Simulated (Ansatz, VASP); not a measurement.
# ZnS in VASP and in Ansatz

Contents of INCAR:

```
SYSTEM = ZnS
  PREC = Accurate
  ENCUT = 520
  EDIFF = 1E-6
  ISMEAR = 0
  SIGMA = 0.05
  LREAL = .False.
  LASPH = .True.
  NELM = 100
  ALGO = Normal
  ISIF = 2
  LWAVE = .False.
  LCHARG = .False.
  GGA = PE
  NBANDS = 26
```

The input KPOINTS:

```
regular mesh
0
Gamma
  12 12 6
  0 0 0
```

File POSCAR:

```
ZnS
1.0
    3.8109987816     -0.0381099878      0.0000000000
   -1.9385036084      3.3194767525      0.0000000000
    0.0000000000      0.0000000000      6.2340000000
Zn S
2 2
Direct
    0.3333333333      0.6666666667      0.0000000000
    0.6666666667      0.3333333333      0.5000000000
    0.3333333333      0.6666666667      0.3850000000
    0.6666666667      0.3333333333      0.8850000000
```

Input for Ansatz:

```yaml
crystal:
  lattice:
    - [3.8109987816, -0.0381099878, 0.0]
    - [-1.9385036084, 3.3194767525, 0.0]
    - [0.0, 0.0, 6.234]
  atoms:
    - { symbol: Zn, position: [0.3333333333, 0.6666666667, 0.0] }
    - { symbol: Zn, position: [0.6666666667, 0.3333333333, 0.5] }
    - { symbol: S, position: [0.3333333333, 0.6666666667, 0.385] }
    - { symbol: S, position: [0.6666666667, 0.3333333333, 0.885] }
basis:
  ecutwfc: 420
kpoints:
  mp_grid: { grid: [12, 12, 6] }
hamiltonian:
  xc: pbe
scf:
  occupations: { method: gaussian, width: 0.05 }
output:
  forces: true
  stress: true
  eigenvalues: true
```

Change from the starting cell: strain -0.0200 x Voigt [0, 0, 0, 0, 0, 1], atoms carried along.

Alike in both runs: task single point; functional PBE; k mesh 12 × 12 × 6; occupations gaussian, width 0.05 eV; no spin polarisation.

```csv
,VASP,Ansatz
version,VASP 6.6.1,Ansatz 0.2.0
potentials or method,"VASP PAW PBE potentials, release 64 (Zn, S), cutoff 520 eV","scalar-relativistic, plane waves, PAW"
valence electrons in the cell,36,36
```

```csv
,VASP,Ansatz,Ansatz less VASP
gap on the k mesh at the Fermi level (eV),2.22,2.22,-0.005
least direct gap on the mesh (eV),2.22,2.22,-0.005
pressure (GPa),2.5,2.4,-0.16
"traceless stress, the component that is largest in VASP (GPa)",-1.40,-1.37,+0.022
rms of the force components (eV/Å),0.203,0.201,-0.0021
```

Atom by atom the forces differ by 0.002 eV/Å (rms over components). The functional is the same, so the differences come from potentials, cutoffs and numerics.
